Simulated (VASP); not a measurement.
F, 4 atoms in the cell. The structure is monoclinic, space group C2/m (No. 12). The conventional cell has a = 6.099 Å, b = 3.726 Å, c = 7.780 Å, α = 90.00°, β = 111.23°, γ = 90.00°. Within 1.9 Å of F (site symmetry m) lie 1 F at 1.45 Å. F (site symmetry m) has 1 F at 1.45 Å within 1.9 Å. 

| Quantity | Value |
| --- | --- |
| Program | VASP 6.6.1 |
| Task | single point |
| Functional | PBEsol |
| Potentials or basis | VASP PAW PBE potentials, release 64 (F) |
| Cutoff | 520 eV |
| k mesh | 4 × 4 × 2 |
| Occupations | gaussian, width 0.05 eV |
| Spin | no spin polarisation |
| Dipole correction | no |
| Further INCAR settings | ALGO = Normal; EDIFF = 1e-06; NBANDS = 22 |

Potentials or basis: VASP PAW PBE potentials, release 64 (F).

Command:

```console
$ cat potpaw_PBE.64/F/POTCAR > POTCAR
$ mpirun -np 1 vasp_std > vasp.out
```

Hardware: 1 thread of Intel(R) Xeon(R) Platinum 8488C (Sapphire Rapids), on a shared host.

How long does it take, and how much memory?

Wall time 16 s on 1 thread of Intel(R) Xeon(R) Platinum 8488C (Sapphire Rapids), on a shared host, peak memory 0.18 GiB. Counts: scf iterations 12, k points 14.
